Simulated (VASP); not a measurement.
Here is a VASP 6.6.1 calculation.

The input INCAR:

```
SYSTEM = S
  PREC = Accurate
  ENCUT = 600
  EDIFF = 1E-7
  ISMEAR = 0
  SIGMA = 0.05
  LREAL = .False.
  LASPH = .True.
  NELM = 100
  ALGO = Normal
  ISIF = 3
  LWAVE = .False.
  LCHARG = .False.
  GGA = PE
  IBRION = 2
  NSW = 60
  EDIFFG = -0.02
```

File KPOINTS:

```
Automatic mesh
0
Gamma
  15 15 15
  0 0 0
```

The input POSCAR:

```
S
1.0
    2.7300000000      0.0000000000      0.0000000000
    0.0000000000      2.7300000000      0.0000000000
    0.0000000000      0.0000000000      2.7300000000
S
1
Direct
    0.0000000000      0.0000000000      0.0000000000
```

Potentials or basis: VASP PAW PBE potentials, release 64 (S).

Run with:

```sh
$ cat potpaw_PBE.64/S/POTCAR > POTCAR
$ mpirun -np 1 vasp_std > vasp.out
```

Estimate the space group after relaxing (to 0.05 Å).

Pm-3m (No. 221).

What does it give for the relaxed volume?

17.13 Å³/atom.

Predict the band gap on the k mesh.

zero (band 3 reaches 10.01 eV, above the bottom of band 4 at 3.32 eV).

Step by step:
| step | energy change (eV) | largest force (eV/Å) | pressure (GPa) | volume (Å³) |
| --- | --- | --- | --- | --- |
| 1 | 0.0000 | 0.0000 | -9.96 | 20.35 |
| 2 | -0.1139 | 0.0000 | 1.45 | 16.84 |
| 3 | -0.1153 | 0.0000 | 0.05 | 17.13 |

Caveat: the volume moved by over 15 % at a fixed basis, so the end points are rough.
